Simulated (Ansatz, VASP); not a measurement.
# Two plane-wave programs on Ag

Contents of INCAR:

```
ALGO = Fast
EDIFF = 1E-7
ENCUT = 520
GGA = PS
ISIF = 2
ISMEAR = 0
LASPH = T
LCHARG = T
LELF = T
LREAL = F
LVHAR = T
LWAVE = F
NBANDS = 18
NELM = 80
PREC = Accurate
SIGMA = 0.1
```

The input KPOINTS:

```
k-points
0
Gamma
  24 24 12
```

File POSCAR:

```
Ag
1.0
    2.8669917939      0.0000000000      0.0000000000
   -1.4334958970      2.4828877260      0.0000000000
    0.0000000000      0.0000000000      4.7377415531
Ag
2
Direct
    0.3333333333      0.6666666667      0.2500000000
    0.6666666667      0.3333333333      0.7500000000
```

Input for Ansatz:

```yaml
crystal:
  lattice:
    - [2.8669917939, 0.0, 0.0]
    - [-1.433495897, 2.482887726, 0.0]
    - [0.0, 0.0, 4.7377415531]
  atoms:
    - { symbol: Ag, position: [0.3333333333, 0.6666666667, 0.25] }
    - { symbol: Ag, position: [0.6666666667, 0.3333333333, 0.75] }
basis:
  ecutwfc: 420
kpoints:
  mp_grid: { grid: [24, 24, 12] }
hamiltonian:
  xc: pbesol
scf:
  occupations: { method: gaussian, width: 0.1 }
output:
  forces: true
  stress: true
  eigenvalues: true
```

Change from the starting cell: strain along c alone, the other axes held, atoms relaxed: +1.0 %.

Alike in both runs: task single point; functional PBEsol; k mesh 24 × 24 × 12; occupations gaussian, width 0.1 eV; no spin polarisation.

|  | VASP | Ansatz |
| --- | --- | --- |
| version | VASP 6.6.1 | Ansatz 0.2.0 |
| potentials or method | VASP PAW PBE potentials, release 64 (Ag), cutoff 520 eV | scalar-relativistic, plane waves, PAW |
| valence electrons in the cell | 22 | 38 |

```tsv
	VASP	Ansatz	Ansatz less VASP
gap on the k mesh at the Fermi level (eV)	none	none	-
pressure (GPa)	-1.4	-1.2	+0.21
traceless stress, the component that is largest in VASP (GPa)	-0.47	-0.47	+0.001
```

VASP's potentials were made for PBE, not for PBEsol. A gap of «none» marks a metal or a gap that the smearing closes. VASP's potentials hold 22 valence electrons a cell and Ansatz's 38, so a difference there can come from the potentials and not from the codes.
